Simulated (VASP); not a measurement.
Input of a VASP 6.6.1 run:

The input INCAR:

```
PREC = Accurate
ENCUT = 520
EDIFF = 1E-6
ISMEAR = -1
SIGMA = 0.1
LREAL = F
LASPH = T
NELM = 80
ALGO = Normal
ISIF = 2
LWAVE = F
LCHARG = F
GGA = B5
ALDAX = 1.0
AGGAX = 1.0
AGGAC = 1.0
ALDAC = 0.0
NBANDS = 12
```

Contents of KPOINTS:

```
Automatic mesh
0
Gamma
  15 15 15
```

Contents of POSCAR:

```
Au
1.0
   -1.6505429257      1.6505429257      1.6505429257
    1.6505429257     -1.6505429257      1.6505429257
    1.6505429257      1.6505429257     -1.6505429257
Au
1
Direct
    0.0000000000      0.0000000000      0.0000000000
```

Potentials or basis: VASP PAW PBE potentials, release 64 (Au).

Launch:

```console
$ cat potpaw_PBE.64/Au/POTCAR > POTCAR
$ mpirun -np 1 vasp_std > vasp.out
```

(1) Predict the pressure.

Results:

(1) 11.5 GPa.

Caveat: the PAW data sets were made with another functional, which shifts forces and pressure a little.
